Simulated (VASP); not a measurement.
**Ru: single point with r2SCAN**

The system is Ru.

```
Ru
1.0
     2.70595    0.00000    0.00000
    -1.35297    2.34342    0.00000
     0.00000    0.00000    4.25791
Ru
2
Direct
  0.33333 0.66667 0.25000
  0.66667 0.33333 0.75000
```

* Program: VASP 6.6.1
* Task: single point
* Functional: r2SCAN
* Potentials or basis: VASP PAW PBE potentials, release 64 (Ru_pv)
* Cutoff: 520 eV
* k mesh: 13 × 13 × 8
* Occupations: methfessel-paxton, width 0.6 eV
* Spin: no spin polarisation

- Pressure: 1.2 GPa
- Band gap on the k mesh: zero (band 14 reaches 14.43 eV, above the bottom of band 15 at 11.17 eV)

Stress tensor (GPa, compression positive):
```
1.01 0.00 0.00
0.00 1.01 0.00
0.00 0.00 1.50
```

Levels at points of the mesh, in eV from the Fermi level:
```csv
k point,band 10,band 11,band 12,band 13,band 14,band 15,band 16,band 17,band 18,band 19
"(0.00, 0.00, 0.00)",-2.76,-2.51,-2.03,-2.03,-1.55,-1.55,1.21,1.21,1.40,8.38
"(0.00, 0.00, 0.50)",-2.95,-2.95,-2.95,-2.84,-2.84,0.54,0.54,0.54,0.54,8.38
```

Run time: 3.8 min on 1 thread of Intel Xeon 8259CL, on a shared host, peak memory 0.18 GiB.

Caveat: the PAW data sets were made with another functional, which shifts forces and pressure a little.
